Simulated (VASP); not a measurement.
Y, 1 atom in the cell. The structure is cubic, space group Pm-3m (No. 221). The conventional cell has a = 3.276 Å, b = 3.276 Å, c = 3.276 Å, α = 90.00°, β = 90.00°, γ = 90.00°. Within 4.3 Å of Y (site symmetry m-3m) lie 6 Y at 3.28 Å. This isn't the form of Y at room conditions, which is hcp.

| Quantity | Value |
| --- | --- |
| Program | VASP 6.6.1 |
| Task | relaxation of cell and atoms |
| Functional | PBE |
| Potentials or basis | VASP PAW PBE potentials, release 64 (Y_sv) |
| Cutoff | 500 eV |
| k mesh | 12 × 12 × 12 |
| Occupations | gaussian, width 0.1 eV |
| Spin | no spin polarisation |
| Dipole correction | no |
| Further INCAR settings | ALGO = Normal; EDIFF = 1e-07; IBRION = 2; EDIFFG = -0.01; NSW = 100; ISIF = 3 |

Potentials or basis: VASP PAW PBE potentials, release 64 (Y_sv).

Run with:

```bash
$ cat potpaw_PBE.64/Y_sv/POTCAR > POTCAR
$ mpirun -np 1 vasp_std > vasp.out
```

Hardware: 1 thread of Intel Xeon 8259CL, on a shared host.

Question: Estimate the wall time of this run.

Answer: It took 56 s on 1 thread of Intel Xeon 8259CL, on a shared host, peak memory 0.17 GiB. Counts: scf iterations 29, k points 84, ion steps 3.
